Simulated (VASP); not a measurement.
# MgO (dscan) (Fm-3m) in VASP: phonons with r2SCAN

Aim: the phonons of MgO (dscan) with r2SCAN.

Program: VASP 6.6.1. These are calculated values, not measurements. Logs are shortened: lines on timing, memory, paths and dates and some standing lists are left out, and cuts for length are marked.

## 1. The cell of the first run

The structure is cubic, space group Fm-3m (No. 225). The conventional cell has a = 4.208 Å, b = 4.208 Å, c = 4.208 Å, α = 90.00°, β = 90.00°, γ = 90.00°. Within 2.8 Å of Mg (site symmetry m-3m) lie 6 O at 2.10 Å. O (site symmetry m-3m) has 6 Mg at 2.10 Å within 2.8 Å.

## 2. Phonons, r2SCAN

File INCAR:

```
SYSTEM = MgO
ALGO = Normal ; EDIFF = 1E-8
ENCUT = 520 ; IBRION = 6
ISIF = 2 ; ISMEAR = 0
LASPH = .TRUE. ; LCHARG = .FALSE.
LMIXTAU = .TRUE. ; LREAL = .FALSE.
LWAVE = .FALSE. ; METAGGA = R2SCAN
NBANDS = 11 ; NELM = 80
NFREE = 2 ; NSW = 1
POTIM = 0.015 ; PREC = Accurate
SIGMA = 0.01
```

File KPOINTS:

```
k-points
0
G
  8 8 8
  0 0 0
```

File POSCAR:

```
MgO
1.0
    0.0000000000      2.1037661437      2.1037661437
    2.1037661437      0.0000000000      2.1037661437
    2.1037661437      2.1037661437      0.0000000000
Mg O
1 1
Direct
    0.0000000000      0.0000000000      0.0000000000
    0.5000000000      0.5000000000      0.5000000000
```

Potentials or basis: VASP PAW PBE potentials, release 64 (Mg, O).

Started as:

```sh
> cat potpaw_PBE.64/Mg/POTCAR potpaw_PBE.64/O/POTCAR > POTCAR
> mpirun -np 1 vasp_std > vasp.out
```

OUTCAR:

```text
SYSTEM = MgO
   EDIFF = 1E-8
   ENCUT = 520
   IBRION = 6
   ISIF = 2
   ISMEAR = 0
   LASPH = .TRUE.
   LREAL = .FALSE.
   METAGGA = R2SCAN
   NELM = 80
   NFREE = 2
   NSW = 1
   POTIM = 0.015
   PREC = Accurate

 ion  position               nearest neighbor table
   1  0.000  0.000  0.000-   2 2.10   2 2.10   2 2.10   2 2.10   2 2.10   2 2.10
   2  0.500  0.500  0.500-   1 2.10   1 2.10   1 2.10   1 2.10   1 2.10   1 2.10

  LATTYP: Found a face centered cubic cell.
 ALAT       =     4.2075322874

  Lattice vectors:

 A1 = (   0.0000000000,   2.1037661437,   2.1037661437)
 A2 = (   2.1037661437,   0.0000000000,   2.1037661437)
 A3 = (   2.1037661437,   2.1037661437,   0.0000000000)

Analysis of symmetry for initial positions (statically):
=====================================================================
 Subroutine PRICEL returns:
 Original cell was already a primitive cell.

 Routine SETGRP: Setting up the symmetry group for a
 face centered cubic supercell.

 Subroutine GETGRP returns: Found 48 space group operations
 (whereof 48 operations were pure point group operations)
 out of a pool of 48 trial point group operations.

The static configuration has the point symmetry O_h .

Analysis of symmetry for dynamics (positions and initial velocities):
=====================================================================
 Subroutine PRICEL returns:
 Original cell was already a primitive cell.

 Routine SETGRP: Setting up the symmetry group for a
 face centered cubic supercell.

 Subroutine GETGRP returns: Found 48 space group operations
 (whereof 48 operations were pure point group operations)
 out of a pool of 48 trial point group operations.

The dynamic configuration has the point symmetry O_h .

 Subroutine INISYM returns: Found 48 space group operations
 (whereof 48 operations are pure point group operations),
 and found     1 'primitive' translations

----------------------------------------------------------------------------------------

                                     Primitive cell

  volume of cell :      18.6218

  direct lattice vectors                    reciprocal lattice vectors
     0.000000000  2.103766144  2.103766144    -0.237669002  0.237669002  0.237669002
     2.103766144  0.000000000  2.103766144     0.237669002 -0.237669002  0.237669002
     2.103766144  2.103766144  0.000000000     0.237669002  0.237669002 -0.237669002

  length of vectors
     2.975174612  2.975174612  2.975174612     0.411654787  0.411654787  0.411654787

  position of ions in fractional coordinates (direct lattice)
     0.000000000  0.000000000  0.000000000
     0.500000000  0.500000000  0.500000000

  ion indices of the primitive-cell ions
   primitive index   ion index
                 1           1
                 2           2

----------------------------------------------------------------------------------------

 KPOINTS: k-points

Automatic generation of k-mesh.
 Grid dimensions read from file:
 generate k-points for:    8    8    8

 Generating k-lattice:

  Cartesian coordinates                     Fractional coordinates (reciprocal lattice)
    -0.029708625  0.029708625  0.029708625     0.125000000  0.000000000  0.000000000
     0.029708625 -0.029708625  0.029708625     0.000000000  0.125000000  0.000000000
     0.029708625  0.029708625 -0.029708625     0.000000000  0.000000000  0.125000000

  Length of vectors
     0.051456848  0.051456848  0.051456848

  Shift w.r.t. Gamma in fractional coordinates (k-lattice)
     0.000000000  0.000000000  0.000000000

 Subroutine IBZKPT returns following result:
 ===========================================

 Found     29 irreducible k-points:

 Following reciprocal coordinates:
            Coordinates               Weight
  0.000000  0.000000  0.000000      1.000000
  0.125000  0.000000  0.000000      8.000000
  0.250000  0.000000  0.000000      8.000000
  0.375000  0.000000  0.000000      8.000000
  0.500000  0.000000  0.000000      4.000000
  0.125000  0.125000  0.000000      6.000000
[... 16 lines left out ...]
  0.500000  0.250000  0.125000     48.000000
 -0.375000  0.250000  0.125000     24.000000
 [... further k-points ...]
   k-points           NKPTS =     29   k-points in BZ     NKDIM =     29   number of bands    NBANDS=     11
   number of dos      NEDOS =    301   number of ions     NIONS =      2
   total plane-waves  NPLWV =  13824
   dimension x,y,z NGX =    24 NGY =   24 NGZ =   24
   dimension x,y,z NGXF=    48 NGYF=   48 NGZF=   48
   ions per type =               1   1
   NGX,Y,Z   is equivalent  to a cutoff of  13.41, 13.41, 13.41 a.u.
   NGXF,Y,Z  is equivalent  to a cutoff of  26.82, 26.82, 26.82 a.u.
 SYSTEM =  MgO
   PREC   = accura    normal or accurate (medium, high low for compatibility)
   ISTART =      0    job   : 0-new  1-cont  2-samecut
   ICHARG =      2    charge: 1-file 2-atom 10-const
   ISPIN  =      1    spin polarized calculation?
   LNONCOLLINEAR =      F non collinear calculations
   LSORBIT =      F    spin-orbit coupling
   LASPH  =      T    aspherical Exc in radial PAW
   ENCUT  =  520.0 eV  38.22 Ry    6.18 a.u.   5.53  5.53  5.53*2*pi/ulx,y,z
   NELM   =     80;   NELMIN=  2; NELMDL= -5     # of ELM steps
   EDIFF  = 0.1E-07   stopping-criterion for ELM
   LREAL  =      F    real-space projection
   EDIFFG = 0.1E-06   stopping-criterion for IOM
   NSW    =     61    number of steps for IOM
   IBRION =      6    ionic relax: 0-MD 1-quasi-New 2-CG
   NFREE  =      2    steps in history (QN), initial steepest desc. (CG)
   ISIF   =      2    stress and relaxation
   ISYM   =      2    0-nonsym 1-usesym 2-fastsym
   POTIM  = 0.0150    time-step for ionic-motion
   TEBEG  =    0.0;   TEEND  =   0.0 temperature during run
   PSTRESS=    0.0 pullay stress
   NELECT =       8.0000    total number of electrons
   NUPDOWN=      -1.0000    fix difference up-down
   EMIN   =  10.00;   EMAX   =-10.00  energy-range for DOS
   EFERMI =   0.00;   METHOD = LEGACY
   ISMEAR =     0;   SIGMA  =   0.01  broadening in eV -4-tet -1-fermi 0-gaus
   EFERMI_NEDOS =   21; number of points for ismear=-14 and -15
   IALGO  =     38    algorithm
   IMIX   =      4    mixing-type and parameters
     AMIX     =   0.40;   BMIX     =  1.00
     AMIX_MAG =   1.60;   BMIX_MAG =  1.00
  volume/ion in A,a.u.               =       9.31        62.83
  Fermi-wavevector in a.u.,A,eV,Ry     =   1.235276  2.334333 20.761225  1.525907
  Thomas-Fermi vector in A             =   2.369932
   LORBIT       =      0    0 simple, 1 ext, 2 COOP (PROOUT), +10 PAW based schemes
   METAGGA = R2SCAN    functional components
   LHFCALC =     F    Hartree Fock is set to
   AEXX    =    0.0000 exact exchange contribution
   IVDW    =     0    specifies the selected vdW correction
   LEPSILON=     F    determine dielectric tensor
   LRPA    =     F    only Hartree local field effects (RPA)
 finite differences with symmetry
 non-spin polarized calculation
 Gauss-broadening in eV      SIGMA  =   0.01
  energy-cutoff  :      520.00
  volume of cell :       18.62
 maximum number of plane-waves:       531
 NGX is ok and might be reduce to    24
   NGX = 11   NGY = 11   NGZ = 11

--------------------------------------- Ionic step        1  -------------------------------------------

 number of electron       8.0000005 magnetization

 Free energy of the ion-electron system (eV)
  ---------------------------------------------------
  ext. energy  EPLUGINS =         0.00000000
  ---------------------------------------------------
  free energy    TOTEN  =       -16.16082075 eV

  energy without entropy =      -16.16082075  energy(sigma->0) =      -16.16082075

------------------------ aborting loop because EDIFF is reached ----------------------------------------

  FORCE on cell =-STRESS in cart. coord.  units (eV):
  Direction    XX          YY          ZZ          XY          YZ          ZX
  --------------------------------------------------------------------------------------
  -------------------------------------------------------------------------------------
  Total       -0.1761196     -0.1761196     -0.1761196     -0.0000000     -0.0000000      0.0000000
  in kB      -15.1529012    -15.1529012    -15.1529012     -0.0000000     -0.0000000      0.0000000
  external PRESSURE =     -15.1529012 kB  Pullay stress =       0.0000000 kB
[... 129 lines left out ...]
  energy  without entropy=      -16.1601945203  energy(sigma->0) =      -16.16019452

--------------------------------------- Ionic step        5  -------------------------------------------

 number of electron       8.0000002 magnetization

 Free energy of the ion-electron system (eV)
  ---------------------------------------------------
  ext. energy  EPLUGINS =         0.00000000
  ---------------------------------------------------
  free energy    TOTEN  =       -16.16019448 eV

  energy without entropy =      -16.16019448  energy(sigma->0) =      -16.16019448

 E-fermi :   2.8609     XC(G=0): -11.6115

 val. band max:        2.7993328935   @ k =   0.0000   0.0000   0.0000
 cond. band min:       8.4359397414   @ k =   0.0000   0.0000   0.0000
 fundamental gap:      5.6366068479
 Fermi energy:         2.8609495512

 k-point     1 :       0.0000    0.0000    0.0000
  band No.  band energies     occupation
      1     -15.4177      2.00000
      2       2.7990      2.00000
      3       2.7993      2.00000
      4       2.7993      2.00000
      5       8.4359      0.00000
      6      19.6524      0.00000
      7      19.6529      0.00000
      8      19.6529      0.00000
      9      23.8058      0.00000
     10      25.5778      0.00000
     11      25.5786      0.00000
[... 309 lines left out ...]
 k-point    24 :      -0.3750    0.2500    0.1250
  band No.  band energies     occupation
      1     -14.0147      2.00000
      2      -1.2099      2.00000
      3       0.8508      2.00000
      4       1.7894      2.00000
      5      13.4474      0.00000
      6      16.1629      0.00000
      7      17.4793      0.00000
      8      20.9431      0.00000
      9      24.6099      0.00000
     10      26.3413      0.00000
     11      30.5671      0.00000

 [... further k-points ...]

------------------------ aborting loop because EDIFF is reached ----------------------------------------

  FORCE on cell =-STRESS in cart. coord.  units (eV):
  Direction    XX          YY          ZZ          XY          YZ          ZX
  --------------------------------------------------------------------------------------
  -------------------------------------------------------------------------------------
  Total       -0.1672041     -0.1767721     -0.1767721      0.0000000      0.0000000      0.0000000
  in kB      -14.3858341    -15.2090412    -15.2090412      0.0000000      0.0000000      0.0000000
  external PRESSURE =     -14.9346388 kB  Pullay stress =       0.0000000 kB
[... 17 lines left out ...]
  FREE ENERGIE OF THE ION-ELECTRON SYSTEM (eV)
  ---------------------------------------------------
  free  energy   TOTEN  =       -16.1601944837 eV

  energy  without entropy=      -16.1601944837  energy(sigma->0) =      -16.16019448

 INTERNAL STRAIN TENSORS FROM DISPLACED ATOMS
 ============================================

 INTERNAL STRAIN TENSOR FOR ION    1 for displacements in x,y,z  (eV/Angst):
          X           Y           Z          XY          YZ          ZX
  --------------------------------------------------------------------------------
  x     0.00000     0.00000     0.00000     0.00000     0.00000     0.00000
  y     0.00000     0.00000     0.00000     0.00000     0.00000     0.00000
  z     0.00000     0.00000     0.00000     0.00000     0.00000     0.00000

 INTERNAL STRAIN TENSOR FOR ION    2 for displacements in x,y,z  (eV/Angst):
          X           Y           Z          XY          YZ          ZX
  --------------------------------------------------------------------------------
  x     0.00000     0.00000     0.00000     0.00000     0.00000     0.00000
  y     0.00000     0.00000     0.00000     0.00000     0.00000     0.00000
  z     0.00000     0.00000     0.00000     0.00000     0.00000     0.00000

 Eigenvectors and eigenvalues of the dynamical matrix
 ----------------------------------------------------

   1 f  =   11.952859 THz    75.102026 2PiTHz  398.704448 cm-1    49.433029 meV
             X         Y         Z           dx          dy          dz
      0.000000  0.000000  0.000000     0.000000    0.625535    0.000000
      2.103766  2.103766  2.103766     0.000000   -0.780196    0.000000

   2 f  =   11.952859 THz    75.102026 2PiTHz  398.704448 cm-1    49.433029 meV
             X         Y         Z           dx          dy          dz
      0.000000  0.000000  0.000000    -0.625535    0.000000    0.000000
      2.103766  2.103766  2.103766     0.780196    0.000000    0.000000
[... 11 lines left out ...]
   5 f/i=    0.069462 THz     0.436444 2PiTHz    2.317012 cm-1     0.287273 meV
             X         Y         Z           dx          dy          dz
      0.000000  0.000000  0.000000     0.000000   -0.780196    0.000000
      2.103766  2.103766  2.103766     0.000000   -0.625535    0.000000

   6 f/i=    0.069462 THz     0.436444 2PiTHz    2.317012 cm-1     0.287273 meV
             X         Y         Z           dx          dy          dz
      0.000000  0.000000  0.000000     0.000000    0.000000    0.780196
      2.103766  2.103766  2.103766     0.000000    0.000000    0.625535

 ELASTIC MODULI CONTR FROM IONIC RELAXATION (kBar)
 Direction    XX          YY          ZZ          XY          YZ          ZX
 --------------------------------------------------------------------------------
 XX           0.0000      0.0000      0.0000      0.0000      0.0000      0.0000
 YY           0.0000      0.0000      0.0000      0.0000      0.0000      0.0000
 ZZ           0.0000      0.0000      0.0000      0.0000      0.0000      0.0000
 XY           0.0000      0.0000      0.0000      0.0000      0.0000      0.0000
 YZ           0.0000      0.0000      0.0000      0.0000      0.0000      0.0000
 ZX           0.0000      0.0000      0.0000      0.0000      0.0000      0.0000
 --------------------------------------------------------------------------------
```

Run time: 2.7 min. Hardware: 1 thread of Intel Xeon 6975P-C, shared host; peak memory 0.16 GiB.

Results:

```
Highest phonon frequency at Γ, LO-TO splitting left out : 399 cm⁻¹
```

Phonon frequencies in cm⁻¹ (negative: imaginary):
```
              q point           frequencies
(0.000, 0.000, 0.000)  -2 -2 -2 399 399 399
```

Caveat: the cell wasn't relaxed at this level first, which shifts response properties; the PAW data sets were made with another functional, which shifts forces and pressure a little.
